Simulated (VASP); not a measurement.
Wanted: the native input for a VASP 6.6.1 run.

```yaml
Task: electric field gradients
Functional: PBE
Potentials_or_basis: VASP PAW PBE potentials, release 64 (Ni)
Cutoff: 520 eV
k_mesh: 15 × 15 × 8
Occupations: fermi-dirac, width 0.05 eV
Spin: collinear spin, ferromagnetic start
Starting_moments: "[1.5, 1.5] μB"
Dipole_correction: no
Further_INCAR_settings: ALGO = Normal; EDIFF = 1e-08; NBANDS = 21
```

The structure of Ni lies in POSCAR:

```
Ni
1.0
    2.4643512940      0.0000000000      0.0000000000
   -1.2321756470      2.1341908244      0.0000000000
    0.0000000000      0.0000000000      4.0508285257
Ni
2
Direct
    0.3333333333      0.6666666667      0.2500000000
    0.6666666667      0.3333333333      0.7500000000
```

This isn't the form of Ni at room conditions, which is fcc.

These files were run (other wordings do the same):

INCAR

```
SYSTEM = Ni
PREC = Accurate ; ENCUT = 520
EDIFF = 1E-8 ; ISMEAR = -1
SIGMA = 0.05 ; LREAL = .False.
LASPH = .True. ; NELM = 150
ALGO = Normal ; ISIF = 2
LWAVE = .False. ; LCHARG = .False.
ISPIN = 2 ; MAGMOM = 1.5 1.5
LORBIT = 11 ; LMAXMIX = 4
GGA = PE ; LEFG = .True.
NBANDS = 21
```

KPOINTS

```
regular mesh
0
Gamma
  15 15 8
  0 0 0
```

Potentials or basis: VASP PAW PBE potentials, release 64 (Ni).

Launch:

```sh
$ cat potpaw_PBE.64/Ni/POTCAR > POTCAR
$ mpirun -np 1 vasp_std > vasp.out
```

It gave:

```yaml
Pressure: 5.2 GPa
Net_moment: 1.29 μB per cell
Site_moments: Ni +0.65 μB
Largest_electric_field_gradient_by_atom: Ni -2.9 V/Å²
Valence_electrons_inside_the_program's_atomic_spheres: Ni 9.35
```

Caveat: the cell stands under pressure; without QUAD_EFG the Cq values of the log hold for a quadrupole moment of 1 mb, not for the nuclei.

It took 2.6 min on 1 thread of Intel Xeon 8259CL (shared host), peak memory 0.2 GiB.
